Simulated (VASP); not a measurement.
The system is Ga4BiSb3.

```
Sb Ga Bi
1.0
     6.03117    0.00000    0.00000
     0.00000    6.03117    0.00000
     0.00000    0.00000    6.03117
Sb Ga Bi
3 4 1
Direct
  0.50000 0.00000 0.00000
  0.00000 0.50000 0.00000
  0.00000 0.00000 0.50000
  0.25000 0.75000 0.75000
  0.75000 0.25000 0.75000
  0.75000 0.75000 0.25000
  0.25000 0.25000 0.25000
  0.50000 0.50000 0.50000
```

* Program: VASP 6.6.1
* Task: relaxation of cell and atoms
* Functional: PBE
* Potentials or basis: VASP PAW PBE potentials, release 64 (Sb, Ga_d, Bi_d)
* Cutoff: 600 eV
* k mesh: 4 × 4 × 4
* Occupations: fermi-dirac, width 0.02 eV
* Spin: no spin polarisation

At the start: pressure 6.7 GPa; volume 27.42 Å³/atom.

Q: Where does the relaxation end?

A: Over 8 steps the energy falls by 70.0 meV/atom and the volume is 30.91 Å³/atom (+12.7 %); space group P-43m (No. 215, to 0.1 Å) before and after.

Step by step:
```
step  energy change (eV)  largest force (eV/Å)  pressure (GPa)  volume (Å³)
   1              0.0000                0.4979            6.72       219.38
   2             -0.5005                0.1248           -1.61       257.96
   3             -0.5520                0.1986           -0.06       247.72
   4             -0.5519                0.1939           -0.16       248.31
   5             -0.5577                0.1048           -0.13       248.03
   6             -0.5602                0.0039           -0.08       247.67
   7             -0.5603                0.0002            0.04       247.05
   8             -0.5603                0.0018            0.00       247.28
```

Final structure:
```cif
data_structure
_symmetry_space_group_name_H-M 'P 1'
_symmetry_Int_Tables_number 1
_cell_length_a 6.2767
_cell_length_b 6.2767
_cell_length_c 6.2767
_cell_angle_alpha 90.000
_cell_angle_beta 90.000
_cell_angle_gamma 90.000
_cell_volume 247.28
loop_
_atom_site_label
_atom_site_type_symbol
_atom_site_fract_x
_atom_site_fract_y
_atom_site_fract_z
_atom_site_occupancy
Sb1 Sb 0.50000 0.00000 0.00000 1
Sb2 Sb 0.00000 0.50000 0.00000 1
Sb3 Sb 0.00000 0.00000 0.50000 1
Ga1 Ga 0.24633 0.75367 0.75367 1
Ga2 Ga 0.75367 0.24633 0.75367 1
Ga3 Ga 0.75367 0.75367 0.24633 1
Ga4 Ga 0.24633 0.24633 0.24633 1
Bi1 Bi 0.50000 0.50000 0.50000 1
```
